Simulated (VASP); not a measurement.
# H4NF (I422) in VASP: relaxation of cell and atoms with PBEsol

Aim: the relaxation of cell and atoms of H4NF with PBEsol.

All numbers are computed with VASP 6.6.1; they aren't measurements. Logs are shortened: lines on timing, memory, paths and dates and some standing lists are left out, and cuts for length are marked.

## 1. The cell of the first run

Symmetry: I422, No. 97, tetragonal system. Conventional cell: a = 5.316 Å, b = 5.316 Å, c = 4.249 Å, α = 90.00°, β = 90.00°, γ = 90.00°. Within 3.0 Å of H (site symmetry 2) lie 2 N at 2.26 Å and 2 F at 2.26 Å and 11 H at 2.41 to 2.82 Å. Within 2.8 Å of N (site symmetry 422) lie 2 F at 2.12 Å and 8 H at 2.26 Å. Within 2.8 Å of F (site symmetry 422) lie 2 N at 2.12 Å and 8 H at 2.26 Å.

## 2. Relaxation of cell and atoms, PBEsol

The input, INCAR:

```
SYSTEM = H4NF
ALGO = Normal
EDIFF = 1E-7
EDIFFG = -0.01
ENCUT = 600
GGA = PS
IBRION = 2
ISIF = 3
ISMEAR = -1
LASPH = .True.
LCHARG = .False.
LREAL = .False.
LWAVE = .False.
NELM = 100
NSW = 100
PREC = Accurate
SIGMA = 0.03
```

The input, KPOINTS:

```
k-points
0
Gamma
  6 6 6
  0 0 0
```

The input, POSCAR:

```
H4NF
1.0
   -2.6578243700      2.6578243700      2.1246143300
    2.6578243700     -2.6578243700      2.1246143300
    2.6578243700      2.6578243700     -2.1246143300
H N F
4 1 1
Direct
    0.4101766200      0.9101766200      0.8203532400
    0.0898233800      0.5898233800      0.1796467600
    0.5898233800      0.4101766200      0.5000000000
    0.9101766200      0.0898233800      0.5000000000
    0.5000000000      0.5000000000      0.0000000000
    0.0000000000      0.0000000000      0.0000000000
```

Potentials or basis: VASP PAW PBE potentials, release 64 (H, N, F).

Started as:

```console
> cat potpaw_PBE.64/H/POTCAR potpaw_PBE.64/N/POTCAR potpaw_PBE.64/F/POTCAR > POTCAR
> mpirun -np 1 vasp_std > vasp.out
```

OUTCAR:

```text
SYSTEM = H4NF
   EDIFF = 1E-7
   EDIFFG = -0.01
   ENCUT = 600
   GGA = PS
   IBRION = 2
   ISIF = 3
   ISMEAR = -1
   LASPH = .True.
   LREAL = .False.
   NELM = 100
   NSW = 100
   PREC = Accurate

 ion  position               nearest neighbor table
   1  0.410  0.910  0.820-
   2  0.090  0.590  0.180-
   3  0.590  0.410  0.500-
   4  0.910  0.090  0.500-
   5  0.500  0.500  0.000-
   6  0.000  0.000  0.000-

  LATTYP: Found a body centered tetragonal cell.
 ALAT       =     5.3156487400
 C/A-ratio  =     0.7993810103

  Lattice vectors:

 A1 = (  -2.6578243700,   2.6578243700,   2.1246143300)
 A2 = (   2.6578243700,  -2.6578243700,   2.1246143300)
 A3 = (   2.6578243700,   2.6578243700,  -2.1246143300)

Analysis of symmetry for initial positions (statically):
=====================================================================
 Subroutine PRICEL returns:
 Original cell was already a primitive cell.

 Routine SETGRP: Setting up the symmetry group for a
 body centered tetragonal supercell.

 Subroutine GETGRP returns: Found  8 space group operations
 (whereof  8 operations were pure point group operations)
 out of a pool of 16 trial point group operations.

The static configuration has the point symmetry D_4 .

Analysis of symmetry for dynamics (positions and initial velocities):
=====================================================================
 Subroutine PRICEL returns:
 Original cell was already a primitive cell.

 Routine SETGRP: Setting up the symmetry group for a
 body centered tetragonal supercell.

 Subroutine GETGRP returns: Found  8 space group operations
 (whereof  8 operations were pure point group operations)
 out of a pool of 16 trial point group operations.

The dynamic configuration has the point symmetry D_4 .

 Subroutine INISYM returns: Found  8 space group operations
 (whereof  8 operations are pure point group operations),
 and found     1 'primitive' translations

----------------------------------------------------------------------------------------

                                     Primitive cell

  volume of cell :      60.0334

  direct lattice vectors                    reciprocal lattice vectors
    -2.657824370  2.657824370  2.124614330     0.000000000  0.188123792  0.235336829
     2.657824370 -2.657824370  2.124614330     0.188123792  0.000000000  0.235336829
     2.657824370  2.657824370 -2.124614330     0.188123792  0.188123792  0.000000000

  length of vectors
     4.317643665  4.317643665  4.317643665     0.301287213  0.301287213  0.266047219

  position of ions in fractional coordinates (direct lattice)
     0.410176620  0.910176620  0.820353240
     0.089823380  0.589823380  0.179646760
     0.589823380  0.410176620  0.500000000
     0.910176620  0.089823380  0.500000000
     0.500000000  0.500000000  0.000000000
     0.000000000  0.000000000  0.000000000

  ion indices of the primitive-cell ions
   primitive index   ion index
                 1           1
                 2           2
                 3           3
                 4           4
                 5           5
                 6           6

----------------------------------------------------------------------------------------

 KPOINTS: k-points

Automatic generation of k-mesh.
 Grid dimensions read from file:
 generate k-points for:    6    6    6

 Generating k-lattice:

  Cartesian coordinates                     Fractional coordinates (reciprocal lattice)
     0.000000000  0.031353965  0.039222805     0.166666667  0.000000000  0.000000000
     0.031353965  0.000000000  0.039222805     0.000000000  0.166666667  0.000000000
     0.031353965  0.031353965  0.000000000     0.000000000  0.000000000  0.166666667

  Length of vectors
     0.050214535  0.050214535  0.044341203

  Shift w.r.t. Gamma in fractional coordinates (k-lattice)
     0.000000000  0.000000000  0.000000000

 Subroutine IBZKPT returns following result:
 ===========================================

 Found     30 irreducible k-points:

 Following reciprocal coordinates:
            Coordinates               Weight
  0.000000  0.000000  0.000000      1.000000
  0.166667  0.000000 -0.000000      8.000000
  0.333333  0.000000  0.000000      8.000000
  0.500000  0.000000 -0.000000      4.000000
  0.166667  0.166667 -0.000000      8.000000
  0.333333  0.166667  0.000000     16.000000
[... 16 lines left out ...]
 -0.333333 -0.333333  0.166667      8.000000
 -0.166667 -0.333333  0.166667      8.000000
 [... further k-points ...]
   k-points           NKPTS =     30   k-points in BZ     NKDIM =     30   number of bands    NBANDS=     12
   number of dos      NEDOS =    301   number of ions     NIONS =      6
   total plane-waves  NPLWV =  46656
   dimension x,y,z NGX =    36 NGY =   36 NGZ =   36
   dimension x,y,z NGXF=    72 NGYF=   72 NGZF=   72
   ions per type =               4   1   1
   NGX,Y,Z   is equivalent  to a cutoff of  13.86, 13.86, 13.86 a.u.
   NGXF,Y,Z  is equivalent  to a cutoff of  27.72, 27.72, 27.72 a.u.
 SYSTEM =  H4NF
   PREC   = accura    normal or accurate (medium, high low for compatibility)
   ISTART =      0    job   : 0-new  1-cont  2-samecut
   ICHARG =      2    charge: 1-file 2-atom 10-const
   ISPIN  =      1    spin polarized calculation?
   LNONCOLLINEAR =      F non collinear calculations
   LSORBIT =      F    spin-orbit coupling
   LASPH  =      T    aspherical Exc in radial PAW
   ENCUT  =  600.0 eV  44.10 Ry    6.64 a.u.   8.62  8.62  8.62*2*pi/ulx,y,z
   NELM   =    100;   NELMIN=  2; NELMDL= -5     # of ELM steps
   EDIFF  = 0.1E-06   stopping-criterion for ELM
   LREAL  =      F    real-space projection
   EDIFFG = -.1E-01   stopping-criterion for IOM
   NSW    =    100    number of steps for IOM
   IBRION =      2    ionic relax: 0-MD 1-quasi-New 2-CG
   NFREE  =      1    steps in history (QN), initial steepest desc. (CG)
   ISIF   =      3    stress and relaxation
   ISYM   =      2    0-nonsym 1-usesym 2-fastsym
   POTIM  = 0.5000    time-step for ionic-motion
   TEBEG  =    0.0;   TEEND  =   0.0 temperature during run
   PSTRESS=    0.0 pullay stress
   NELECT =      16.0000    total number of electrons
   NUPDOWN=      -1.0000    fix difference up-down
   EMIN   =  10.00;   EMAX   =-10.00  energy-range for DOS
   EFERMI =   0.00;   METHOD = LEGACY
   ISMEAR =    -1;   SIGMA  =   0.03  broadening in eV -4-tet -1-fermi 0-gaus
   EFERMI_NEDOS =   21; number of points for ismear=-14 and -15
   IALGO  =     38    algorithm
   IMIX   =      4    mixing-type and parameters
     AMIX     =   0.40;   BMIX     =  1.00
     AMIX_MAG =   1.60;   BMIX_MAG =  1.00
  volume/ion in A,a.u.               =      10.01        67.52
  Fermi-wavevector in a.u.,A,eV,Ry     =   1.053539  1.990900 15.101710  1.109944
  Thomas-Fermi vector in A             =   2.188665
   LORBIT       =      0    0 simple, 1 ext, 2 COOP (PROOUT), +10 PAW based schemes
   GGA     = PS    functional components
   LHFCALC =     F    Hartree Fock is set to
   AEXX    =    0.0000 exact exchange contribution
   IVDW    =     0    specifies the selected vdW correction
   LEPSILON=     F    determine dielectric tensor
   LRPA    =     F    only Hartree local field effects (RPA)
 conjugate gradient relaxation of ions
 non-spin polarized calculation
  energy-cutoff  :      600.00
  volume of cell :       60.03
 maximum number of plane-waves:      2025
 NGX is ok and might be reduce to    36
   NGX = 17   NGY = 17   NGZ = 17

--------------------------------------- Ionic step        1  -------------------------------------------

 number of electron      15.9999993 magnetization

 Free energy of the ion-electron system (eV)
  ---------------------------------------------------
  ext. energy  EPLUGINS =         0.00000000
  ---------------------------------------------------
  free energy    TOTEN  =       -12.39119187 eV

  energy without entropy =      -12.38254631  energy(sigma->0) =      -12.38686909

------------------------ aborting loop because EDIFF is reached ----------------------------------------

  FORCE on cell =-STRESS in cart. coord.  units (eV):
  Direction    XX          YY          ZZ          XY          YZ          ZX
  --------------------------------------------------------------------------------------
  -------------------------------------------------------------------------------------
  Total       -8.2106386     -8.2106386     -6.2174702      0.0000000      0.0000000      0.0000000
  in kB     -219.1264809   -219.1264809   -165.9325694      0.0000000      0.0000000      0.0000000
  external PRESSURE =    -201.3951771 kB  Pullay stress =       0.0000000 kB
[... 828 lines left out ...]
 k-point    24 :      -0.1667   -0.3333    0.1667
  band No.  band energies     occupation
      1     -20.1261      2.00000
      2     -11.0469      2.00000
      3      -3.5631      2.00000
      4      -2.7997      2.00000
      5      -2.6884      2.00000
      6      -0.0989      2.00000
      7       2.1535      2.00000
      8       2.5442      2.00000
      9       6.0002      0.00000
     10       7.4758      0.00000
     11       9.3050      0.00000
     12      10.2979      0.00000

 [... further k-points ...]

[... ionic steps 4 to 21 ...]

--------------------------------------- Ionic step       22  -------------------------------------------

 number of electron      16.0000000 magnetization

------------------------ aborting loop because EDIFF is reached ----------------------------------------

  FORCE on cell =-STRESS in cart. coord.  units (eV):
  Direction    XX          YY          ZZ          XY          YZ          ZX
  --------------------------------------------------------------------------------------
  -------------------------------------------------------------------------------------
  Total       -0.0807887     -0.0807887      0.0347103      0.0000000      0.0000000      0.0000000
  in kB       -4.5964613     -4.5964613      1.9748380      0.0000000      0.0000000      0.0000000
  external PRESSURE =      -2.4060282 kB  Pullay stress =       0.0000000 kB
[... 65 lines left out ...]
  energy  without entropy=      -18.8280970299  energy(sigma->0) =      -18.82895917

--------------------------------------- Ionic step       24  -------------------------------------------

 number of electron      15.9999999 magnetization

 Free energy of the ion-electron system (eV)
  ---------------------------------------------------
  ext. energy  EPLUGINS =         0.00000000
  ---------------------------------------------------
  free energy    TOTEN  =       -18.82999761 eV

  energy without entropy =      -18.82827768  energy(sigma->0) =      -18.82913765

 E-fermi :   2.6121     XC(G=0): -11.4844

 val. band max:        2.6075087789   @ k =  -0.3333   0.3333   0.0000
 cond. band min:       2.6755436882   @ k =   0.5000   0.5000  -0.0000
 fundamental gap:      0.0680349093
 Fermi energy:         2.6120528169

 k-point     1 :       0.0000    0.0000    0.0000
  band No.  band energies     occupation
      1     -21.3293      2.00000
      2     -11.2721      2.00000
      3      -3.2768      2.00000
      4      -2.0840      2.00000
      5      -2.0840      2.00000
      6       2.2745      1.99997
      7       2.2745      1.99997
      8       3.1403      0.00000
      9       3.3708      0.00000
     10       3.5487      0.00000
     11       3.5487      0.00000
     12       7.4866      0.00000
[... 378 lines left out ...]
  FREE ENERGIE OF THE ION-ELECTRON SYSTEM (eV)
  ---------------------------------------------------
  free  energy   TOTEN  =       -18.8299976142 eV

  energy  without entropy=      -18.8282776780  energy(sigma->0) =      -18.82913765

 reached required accuracy - stopping structural energy minimisation
```

Wall time 9.7 min (1 thread of Intel Xeon 8259CL, shared host); peak memory 0.22 GiB.

What came out:

| Item | Value |
| --- | --- |
| Free energy | -18.8300 eV |
| Relaxed volume | 4.68 Å³/atom |
| Relaxed cell | a = 3.359 Å, b = 3.359 Å, c = 3.359 Å, α = 116.30°, β = 116.30°, γ = 96.55° |
| Space group after relaxing (to 0.1 Å) | I4/mmm (No. 139) |
| Energy gained by relaxing | 1073.1 meV/atom |
| Ionic steps | 24 |
| Pressure after relaxing | 0.0 GPa |
| Largest force after relaxing | 0.007 eV/Å |
| Band gap on the k mesh | zero (bands 8 and 9 overlap by 0.53 eV) |

Forces on the atoms (eV/Å):
```
H    0.005  0.005  0.000
H   -0.005 -0.005  0.000
H    0.005 -0.005  0.000
H   -0.005  0.005  0.000
N    0.000  0.000  0.000
F    0.000  0.000  0.000
```

Stress tensor (GPa, compression positive):
```
-0.08  0.00  0.00
 0.00 -0.08  0.00
 0.00  0.00  0.21
```

The path:
```tsv
step	energy change (eV)	largest force (eV/Å)	pressure (GPa)	volume (Å³)
1	0.0000	0.3657	-20.14	60.03
2	-1.3508	0.3077	-19.63	49.75
3	-2.2444	0.7028	42.65	26.01
4	-2.7582	0.0111	-6.95	36.38
5	-2.8665	0.1467	0.30	33.58
6	-3.7746	0.0491	1.00	31.00
7	-5.0731	0.4904	7.59	27.13
8	-2.7278	0.1986	102.01	19.09
9	-5.3552	0.7707	17.10	25.13
10	-5.3469	0.8172	21.46	24.52
11	-5.5403	0.6547	2.53	26.78
12	-5.6021	0.8010	7.96	26.01
13	-5.9738	0.7070	-1.89	27.91
14	-6.1703	0.5119	-9.77	30.03
15	-6.1875	0.4377	-11.87	30.79
16	-6.3671	0.1474	-0.95	28.71
17	-6.3684	0.1676	-1.78	28.84
18	-6.4330	0.0111	1.97	27.67
19	-6.4369	0.0398	1.13	27.89
20	-6.4382	0.0250	-0.31	28.15
21	-6.4382	0.0253	-0.28	28.14
22	-6.4386	0.0131	-0.24	28.16
23	-6.4386	0.0138	-0.23	28.16
24	-6.4388	0.0066	0.02	28.11
```

Final structure:
```
H N F
1.0
    -1.77279    1.77279    2.23587
     1.77279   -1.77279    2.23587
     1.77279    1.77279   -2.23587
H N F
4 1 1
Cartesian
  2.6574 0.8846 1.1179
  0.8881 -0.8846 1.1179
  0.8846 0.8881 1.1179
  -0.8846 2.6574 1.1179
  0.0000 0.0000 2.2359
  1.7728 -1.7728 2.2359
```

Caveat: the volume moved by over 15 % at a fixed basis, so the end points are rough; the PAW data sets were made with another functional, which shifts forces and pressure a little.
